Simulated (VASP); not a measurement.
Here is a VASP 6.6.1 calculation.

File INCAR:

```
SYSTEM = TiSe
PREC = Accurate ; ENCUT = 520
EDIFF = 1E-7 ; ISMEAR = 0
SIGMA = 0.1 ; LREAL = .FALSE.
LASPH = .TRUE. ; NELM = 100
ALGO = Normal ; ISIF = 2
LWAVE = .FALSE. ; LCHARG = .FALSE.
GGA = PS ; NBANDS = 26
```

The input KPOINTS:

```
Automatic mesh
0
G
  12 12 8
  0 0 0
```

The input POSCAR:

```
TiSe
1.0
    3.4400540347      0.0000000000      0.0000000000
   -1.7200270173      2.9791741844      0.0000000000
    0.0000000000      0.0000000000      6.8213811986
Ti Se
2 2
Direct
    0.0000000000      0.0000000000      0.0000000000
    0.0000000000      0.0000000000      0.5000000000
    0.3333333333      0.6666666667      0.2500000000
    0.6666666667      0.3333333333      0.7500000000
```

Potentials or basis: VASP PAW PBE potentials, release 64 (Ti_sv, Se).

Launch:

```bash
$ cat potpaw_PBE.64/Ti_sv/POTCAR potpaw_PBE.64/Se/POTCAR > POTCAR
$ mpirun -np 1 vasp_std > vasp.out
```

Predict the pressure.

-6.1 GPa.

Predict the band gap on the k mesh.

zero (bands 18 and 19 overlap by 0.43 eV).

Caveat: the cell stands under tension; the PAW data sets were made with another functional, which shifts forces and pressure a little.
